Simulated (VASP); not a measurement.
Here is a VASP 6.6.1 calculation.

File INCAR:

```
SYSTEM = Cs2Au
  ALGO = Fast
  EDIFF = 1E-6
  ENCUT = 520
  GGA = PE
  ISIF = 2
  ISMEAR = 0
  LASPH = .TRUE.
  LCHARG = .FALSE.
  LREAL = .FALSE.
  LWAVE = .FALSE.
  NBANDS = 22
  NELM = 100
  PREC = Accurate
  SIGMA = 0.1
```

File KPOINTS:

```
k-points
0
G
  12 12 6
  0 0 0
```

Contents of POSCAR:

```
Cs2Au
1.0
    5.2622020403      0.0000000000      0.0000000000
   -2.6311010201      4.5572006467      0.0000000000
    0.0000000000      0.0000000000      8.8109846352
Cs Au
2 1
Direct
    0.3333333333      0.6666666667      0.2260647949
    0.6666666667      0.3333333333      0.7739352051
    0.0000000000      0.0000000000      0.0000000000
```

Potentials or basis: VASP PAW PBE potentials, release 64 (Cs_sv, Au).

The run is started by

```console
$ cat potpaw_PBE.64/Cs_sv/POTCAR potpaw_PBE.64/Au/POTCAR > POTCAR
$ mpirun -np 1 vasp_std > vasp.out
```

Task: What does it give for the pressure?

Result: 0.0 GPa.

Task: Estimate the band gap on the k mesh.

Result: Zero (an odd number of electrons rules out a gap without spin polarisation).

Task: What does it give for the largest force?

Result: 0.008 eV/Å.

Forces on the atoms (eV/Å):
```
Cs   0.000  0.000  0.008
Cs   0.000  0.000 -0.008
Au   0.000  0.000  0.000
```

Caveat: spin-orbit coupling is left out, which moves the levels of the heavy elements.
